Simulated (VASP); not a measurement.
GaIr3:

```
Ga Ir
1.0
     0.00000    3.12000    3.12000
     3.12000    0.00000    3.12000
     3.12000    3.12000    0.00000
Ga Ir
1 3
Direct
  0.00000 0.00000 0.00000
  0.25000 0.25000 0.25000
  0.75000 0.75000 0.75000
  0.50000 0.50000 0.50000
```

The cell was generated, and may not be a known phase.

| Property | Result |
| --- | --- |
| Program | VASP 6.6.1 |
| Task | relaxation of cell and atoms |
| Functional | PBE |
| Potentials or basis | VASP PAW PBE potentials, release 64 (Ga_d, Ir) |
| Cutoff | 600 eV |
| k mesh | 6 × 6 × 6 |
| Occupations | gaussian, width 0.1 eV |
| Spin | no spin polarisation |

At the start: pressure -5.0 GPa; volume 15.19 Å³/atom.

Question: Where does the relaxation end?

Answer: Over 3 steps the energy falls by 5.0 meV/atom and the volume is 14.88 Å³/atom (-2.0 %); space group Fm-3m (No. 225, to 0.1 Å) before and after.

Step by step:
| step | energy change (eV) | largest force (eV/Å) | pressure (GPa) | volume (Å³) |
| --- | --- | --- | --- | --- |
| 1 | 0.0000 | 0.0000 | -5.01 | 60.74 |
| 2 | 0.0990 | 0.0000 | 14.12 | 56.66 |
| 3 | -0.0199 | 0.0000 | -0.09 | 59.52 |

Final structure:
```cif
data_structure
_symmetry_space_group_name_H-M 'P 1'
_symmetry_Int_Tables_number 1
_cell_length_a 4.3825
_cell_length_b 4.3825
_cell_length_c 4.3825
_cell_angle_alpha 60.000
_cell_angle_beta 60.000
_cell_angle_gamma 60.000
_cell_volume 59.52
loop_
_atom_site_label
_atom_site_type_symbol
_atom_site_fract_x
_atom_site_fract_y
_atom_site_fract_z
_atom_site_occupancy
Ga1 Ga 0.00000 0.00000 0.00000 1
Ir1 Ir 0.25000 0.25000 0.25000 1
Ir2 Ir 0.75000 0.75000 0.75000 1
Ir3 Ir 0.50000 0.50000 0.50000 1
```
